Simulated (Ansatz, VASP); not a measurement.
**One calculation of KCl, two programs**

The input INCAR:

```
PREC = Accurate
ENCUT = 520
EDIFF = 1E-6
ISMEAR = -1
SIGMA = 0.05
LREAL = F
LASPH = T
NELM = 80
ALGO = Normal
ISIF = 2
LWAVE = F
LCHARG = F
GGA = PE
NBANDS = 15
```

KPOINTS

```
regular mesh
0
Gamma
  13 13 13
```

Contents of POSCAR:

```
KCl
1.0
    0.0000000000      3.2105799778      3.2105799778
    3.2105799778      0.0000000000      3.2105799778
    3.2105799778      3.2105799778      0.0000000000
K Cl
1 1
Direct
    0.0000000000      0.0000000000      0.0000000000
    0.5000000000      0.5000000000      0.5000000000
```

Input for Ansatz:

```yaml
crystal:
  lattice:
    - [0.0, 3.2105799778, 3.2105799778]
    - [3.2105799778, 0.0, 3.2105799778]
    - [3.2105799778, 3.2105799778, 0.0]
  atoms:
    - { symbol: K, position: [0.0, 0.0, 0.0] }
    - { symbol: Cl, position: [0.5, 0.5, 0.5] }
kpoints:
  mp_grid: { grid: [13, 13, 13] }
scf:
  occupations: { method: fermi_dirac, width: 0.05 }
hamiltonian:
  xc: pbe
  pseudopotentials: { kind: all_electron, lapw: { basis_error: 0.00025 } }
output:
  forces: true
  stress: true
  eigenvalues: true
```

Change from the starting cell: volume scaled by 1.02.

Alike in both runs: task single point; functional PBE; k mesh 13 × 13 × 13; occupations fermi-dirac, width 0.05 eV; no spin polarisation.

|  | VASP | Ansatz |
| --- | --- | --- |
| version | VASP 6.6.1 | Ansatz 0.2.0 |
| potentials or method | VASP PAW PBE potentials, release 64 (K_sv, Cl), cutoff 520 eV | all-electron LAPW, scalar-relativistic |

|  | VASP | Ansatz | Ansatz less VASP |
| --- | --- | --- | --- |
| gap on the k mesh at the Fermi level (eV) | 4.98 | 4.99 | +0.002 |
| pressure (GPa) | -0.3 | -0.3 | -0.01 |

Ansatz ran all-electron here, and VASP with PAW potentials.
